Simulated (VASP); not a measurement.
Runs of VASP 6.6.1 on AlN. The structure is that of space group F-43m (No. 216), or close to it. The cells are those of the table. 

```tsv
task	cell	cutoff (eV)	ions in elastic constants	gap on the mesh (eV)	pressure (GPa)
single point	a = 3.040, b = 3.040, c = 3.072 Å, angles 60.3, 60.3, 90.0°, 2 atoms	520	-	(b)	2.6
single point	a = 3.009, b = 3.009, c = 3.073 Å, angles 60.7, 60.7, 90.0°, 2 atoms	520	-	3.10	4.8
single point	a = 3.055, b = 3.055, c = 3.071 Å, angles 60.2, 60.2, 90.0°, 2 atoms	520	-	3.20	1.6
single point	a = 3.040, b = 3.040, c = 3.064 Å, angles 60.3, 60.3, 90.0°, 2 atoms	520	-	3.19	3.7
single point	a = 3.101, b = 3.101, c = 3.069 Å, angles 59.6, 59.6, 90.0°, 2 atoms	520	-	3.11	(a)
single point	a = 3.009, b = 3.009, c = 3.059 Å, angles 60.5, 60.5, 90.0°, 2 atoms	520	-	3.14	7.0
single point	a = 3.101, b = 3.101, c = 3.077 Å, angles 59.7, 59.7, 90.0°, 2 atoms	520	-	3.13	(c)
```

Alike in all rows: level LDA; potentials or basis VASP PAW LDA potentials, release 64 (Al, N); no spin polarisation; k mesh 10 × 10 × 10; smearing gaussian 0.01 eV.

Problem. Estimate the missing entries.

Solution. (a) -1.2; (b) 3.17; (c) -2.3.

A k mesh can miss the band edges.
